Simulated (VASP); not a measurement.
The system is TePb.

```
CELL_PARAMETERS angstrom
5.52761 0.00000 0.00000
-2.76381 4.78705 0.00000
0.00000 0.00000 6.61817
ATOMIC_POSITIONS crystal
Pb 0.33333 0.66667 0.25000
Pb 0.66667 0.33333 0.75000
Te 0.66667 0.33333 0.25000
Te 0.33333 0.66667 0.75000
```

* Program: VASP 6.6.1
* Task: relaxation of cell and atoms
* Functional: LDA
* Potentials or basis: VASP PAW LDA potentials, release 64 (Pb_d, Te)
* Cutoff: 600 eV
* k mesh: 6 × 6 × 4
* Occupations: fermi-dirac, width 0.02 eV
* Spin: no spin polarisation

At the start: pressure -2.5 GPa; volume 43.78 Å³/atom.

Where does the relaxation end?

Over 7 steps the energy falls by 29.7 meV/atom and the volume is 40.27 Å³/atom (-8.0 %); space group P6_3/mmc (No. 194, to 0.1 Å) before and after.

The path:
| step | energy change (eV) | largest force (eV/Å) | pressure (GPa) | volume (Å³) |
| --- | --- | --- | --- | --- |
| 1 | 0.0000 | 0.0000 | -2.53 | 175.12 |
| 2 | -0.1120 | 0.0000 | 0.71 | 158.18 |
| 3 | -0.1186 | 0.0000 | 0.01 | 161.16 |
| 4 | -0.1186 | 0.0000 | -0.06 | 161.43 |
| 5 | -0.1187 | 0.0000 | -0.06 | 161.38 |
| 6 | -0.1187 | 0.0000 | -0.06 | 161.39 |
| 7 | -0.1187 | 0.0000 | 0.02 | 161.08 |

Final structure:
```yaml
crystal:
  lattice:
    - [5.37757, 0.00000, 0.00000]
    - [-2.68878, 4.65711, 0.00000]
    - [0.00000, 0.00000, 6.43189]
  atoms:
    - { symbol: Pb, position: [0.33333, 0.66667, 0.25000] }
    - { symbol: Pb, position: [0.66667, 0.33333, 0.75000] }
    - { symbol: Te, position: [0.66667, 0.33333, 0.25000] }
    - { symbol: Te, position: [0.33333, 0.66667, 0.75000] }
```
